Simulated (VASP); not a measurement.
# Ga (Cmcm) in VASP: further runs, part 3 of 3

VASP 6.6.1. Earlier steps stand in the parts before.

### Step 6. Single point, r2SCAN

This run uses another cell than the first one, of 17.94 Å³/atom, 0.923 times its volume.

The input, POSCAR:

```
Ga
1.0
    1.4304030031     -4.0100608329      0.0000000000
    1.4304030031      4.0100608329      0.0000000000
    0.0000000000      0.0000000000      3.1271569103
Ga
2
Direct
    0.1330000000      0.8670000000      0.7500000000
    0.8670000000      0.1330000000      0.2500000000
```

The input, INCAR.step1:

```
SYSTEM = Ga
PREC = Accurate
ENCUT = 520
ISMEAR = -1
SIGMA = 0.05
LREAL = .FALSE.
LASPH = .TRUE.
NELM = 60
NBANDS = 20
GGA = PE
ALGO = Normal
EDIFF = 1E-4
LWAVE = .TRUE.
LCHARG = .FALSE.
```

The input, INCAR.step2:

```
SYSTEM = Ga
PREC = Accurate
ENCUT = 520
EDIFF = 1E-6
ISMEAR = -1
SIGMA = 0.05
LREAL = .FALSE.
LASPH = .TRUE.
NELM = 60
ALGO = Normal
ISIF = 2
LWAVE = .FALSE.
LCHARG = .TRUE.
METAGGA = R2SCAN
LMIXTAU = .TRUE.
LELF = .TRUE.
LVHAR = .TRUE.
NBANDS = 20
ISTART = 1
```

The input, KPOINTS:

```
Automatic mesh
0
G
  10 10 8
  0 0 0
```

Potentials or basis: VASP PAW PBE potentials, release 64 (Ga_d).

The run is started by

```
> cat potpaw_PBE.64/Ga_d/POTCAR > POTCAR
> cp INCAR.step1 INCAR
> mpirun -np 1 vasp_std > vasp.out
> cp INCAR.step2 INCAR
> mpirun -np 1 vasp_std > vasp.out
```

OUTCAR:

```text
SYSTEM = Ga
   PREC = Accurate
   ENCUT = 520
   EDIFF = 1E-6
   ISMEAR = -1
   LREAL = .FALSE.
   LASPH = .TRUE.
   NELM = 60
   ISIF = 2
   METAGGA = R2SCAN
   ISTART = 1

 ion  position               nearest neighbor table
   1  0.133  0.867  0.750-   2 2.64   2 2.64   2 2.83   2 2.83   2 2.83   2 2.83
   2  0.867  0.133  0.250-   1 2.64   1 2.64   1 2.83   1 2.83   1 2.83   1 2.83

  LATTYP: Found a base centered orthorhombic cell.
 ALAT       =     2.8608060062
 B/A-ratio  =     2.8034482759
 C/A-ratio  =     1.0931034483

  Lattice vectors:

 A1 = (   1.4304030031,  -4.0100608329,   0.0000000000)
 A2 = (   1.4304030031,   4.0100608329,   0.0000000000)
 A3 = (   0.0000000000,   0.0000000000,   3.1271569103)

Analysis of symmetry for initial positions (statically):
=====================================================================
 Subroutine PRICEL returns:
 Original cell was already a primitive cell.

 Routine SETGRP: Setting up the symmetry group for a
 base centered orthorhombic supercell.

 Subroutine GETGRP returns: Found  8 space group operations
[... 155 lines left out ...]

 number of electron      25.9999984 magnetization

 Free energy of the ion-electron system (eV)
  ---------------------------------------------------
  ext. energy  EPLUGINS =         0.00000000
  ---------------------------------------------------
  free energy    TOTEN  =       -22.72484589 eV

  energy without entropy =      -22.72206411  energy(sigma->0) =      -22.72345500

 E-fermi :   6.0097     XC(G=0): -12.3496

 val. band max:        6.0031320174   @ k =   0.3000   0.1000   0.2500
 cond. band min:       6.0193652743   @ k =   0.2000   0.2000   0.3750
 fundamental gap:      0.0162332569
 Fermi energy:         6.0096839781

 k-point     1 :       0.0000    0.0000    0.0000
  band No.  band energies     occupation
      1      -9.8702      2.00000
      2      -9.8345      2.00000
      3      -9.7587      2.00000
      4      -9.7481      2.00000
      5      -9.5187      2.00000
      6      -9.5022      2.00000
[... 541 lines left out ...]
     19      16.5622      0.00000
     20      18.3698      0.00000

 [... further k-points ...]
[... 5 lines left out ...]
  --------------------------------------------------------------------------------------
  -------------------------------------------------------------------------------------
  Total       -0.3019069      0.1897982      0.6041313      0.0000000     -0.0000000      0.0000000
  in kB      -13.4832477      8.4764421     26.9806779      0.0000000     -0.0000000      0.0000000
  external PRESSURE =       7.3246241 kB  Pullay stress =       0.0000000 kB

 VOLUME and BASIS-vectors are now :
 -----------------------------------------------------------------------------
  energy-cutoff  :      520.00
  volume of cell :       35.87
      direct lattice vectors                 reciprocal lattice vectors
     1.430403003 -4.010060833  0.000000000     0.349551839 -0.124686388  0.000000000
     1.430403003  4.010060833  0.000000000     0.349551839  0.124686388  0.000000000
     0.000000000  0.000000000  3.127156910     0.000000000  0.000000000  0.319779285

 POSITION                                       TOTAL-FORCE (eV/Angst)
 -----------------------------------------------------------------------------------
      1.43040      2.94338      2.34537         0.000000     -0.265968      0.000000
      1.43040     -2.94338      0.78179         0.000000      0.265968     -0.000000
 -----------------------------------------------------------------------------------
    total drift:                                0.000000      0.000000     -0.000000

  FREE ENERGIE OF THE ION-ELECTRON SYSTEM (eV)
  ---------------------------------------------------
  free  energy   TOTEN  =       -22.7248458939 eV

  energy  without entropy=      -22.7220641092  energy(sigma->0) =      -22.72345500
```

OUTCAR.step1:

```text
SYSTEM = Ga
   PREC = Accurate
   ENCUT = 520
   ISMEAR = -1
   LREAL = .FALSE.
   LASPH = .TRUE.
[... 776 lines left out ...]
      1.43040      2.94338      2.34537         0.000000     -0.230925      0.000000
      1.43040     -2.94338      0.78179         0.000000      0.230925     -0.000000
 -----------------------------------------------------------------------------------
    total drift:                                0.000000      0.000000     -0.000000

  FREE ENERGIE OF THE ION-ELECTRON SYSTEM (eV)
  ---------------------------------------------------
  free  energy   TOTEN  =        -5.7603086091 eV

  energy  without entropy=       -5.7573252065  energy(sigma->0) =       -5.75881691
```

OSZICAR.step1:

```text
N       E                     dE             d eps       ncg     rms          rms(c)
DAV:   1     0.129680698335E+03    0.12968E+03   -0.13262E+04  6700   0.248E+03
DAV:   2     0.531103440768E+01   -0.12437E+03   -0.12122E+03  6392   0.384E+02
DAV:   3    -0.565528911746E+01   -0.10966E+02   -0.10905E+02  7000   0.935E+01
DAV:   4    -0.581475693135E+01   -0.15947E+00   -0.15938E+00  7108   0.123E+01
DAV:   5    -0.581751240365E+01   -0.27555E-02   -0.27553E-02  7120   0.159E+00    0.147E+00
DAV:   6    -0.577104363947E+01    0.46469E-01   -0.88971E-02  8284   0.510E+00    0.762E-01
DAV:   7    -0.576134395565E+01    0.96997E-02   -0.18034E-02  9008   0.194E+00    0.203E-01
DAV:   8    -0.576029009531E+01    0.10539E-02   -0.23980E-03  6684   0.684E-01    0.193E-02
DAV:   9    -0.576030860908E+01   -0.18514E-04   -0.99278E-05  5200   0.112E-01
   1 F= -.57603086E+01 E0= -.57588169E+01  d E =-.298340E-02
```

It took 1.7 min on 1 thread of Intel Xeon 6975P-C (Granite Rapids), shared host; peak memory 0.23 GiB.

What came out:

| Item | Value |
| --- | --- |
| Free energy | -22.7248 eV |
| Pressure | 0.7 GPa |
| Largest force | 0.266 eV/Å |
| Band gap on the k mesh | zero (band 13 reaches 11.46 eV, above the bottom of band 14 at 1.29 eV) |

Forces in eV/Å, atoms in the order of the input:
```
Ga   0.000 -0.266  0.000
Ga   0.000  0.266  0.000
```

Levels at points of the mesh, in eV from the Fermi level:
| k point | band 11 | band 12 | band 13 | band 14 | band 15 | band 16 |
| --- | --- | --- | --- | --- | --- | --- |
| (0.00, 0.00, 0.00) | -12.22 | -2.69 | -1.45 | 3.02 | 7.05 | 8.46 |
| (0.50, 0.00, 0.00) | -7.22 | -5.94 | -2.12 | -0.30 | 7.04 | 7.25 |
| (0.50, 0.50, 0.00) | -10.04 | -9.29 | 5.45 | 6.20 | 6.29 | 7.76 |
| (0.00, 0.00, 0.50) | -8.04 | -8.04 | 1.84 | 1.84 | 2.80 | 2.80 |
| (0.50, 0.00, 0.50) | -3.29 | -3.29 | -1.76 | -1.76 | 1.89 | 1.89 |
| (0.50, 0.50, 0.50) | -5.98 | -5.98 | -4.72 | -4.72 | 10.38 | 10.38 |

Caveat: the PAW data sets were made with another functional, which shifts forces and pressure a little.

### Step 7. Summary

| level | potentials or basis | cell | gap on the mesh (eV) | pressure (GPa) | largest force (eV/Å) |
| --- | --- | --- | --- | --- | --- |
| LDA | VASP PAW LDA potentials, release 64 (Ga_d) | a = 4.373, b = 4.373, c = 3.212 Å, angles 90.0, 90.0, 140.7°, 2 atoms | none | -5.5 | 0.18 |
| PBEsol | VASP PAW PBE potentials, release 64 (Ga_d) | a = 4.373, b = 4.373, c = 3.212 Å, angles 90.0, 90.0, 140.7°, 2 atoms | none | -3.9 | 0.19 |
| r2SCAN | VASP PAW PBE potentials, release 64 (Ga_d) | a = 4.401, b = 4.401, c = 3.232 Å, angles 90.0, 90.0, 140.7°, 2 atoms | none | -4.3 | 0.22 |
| r2SCAN | VASP PAW PBE potentials, release 64 (Ga_d) | a = 4.228, b = 4.228, c = 3.105 Å, angles 90.0, 90.0, 140.7°, 2 atoms | none | 2.2 | 0.27 |
| r2SCAN | VASP PAW PBE potentials, release 64 (Ga_d) | a = 4.258, b = 4.258, c = 3.127 Å, angles 90.0, 90.0, 140.7°, 2 atoms | none | 0.7 | 0.27 |

Alike in all rows: task single point; no spin polarisation; k mesh 10 × 10 × 8; cutoff (eV) 520; smearing fermi-dirac 0.05 eV.

Caveats: the PAW data sets were made with another functional, which shifts forces and pressure a little (some runs).

Absolute energies hang on the potentials; compare differences alone.
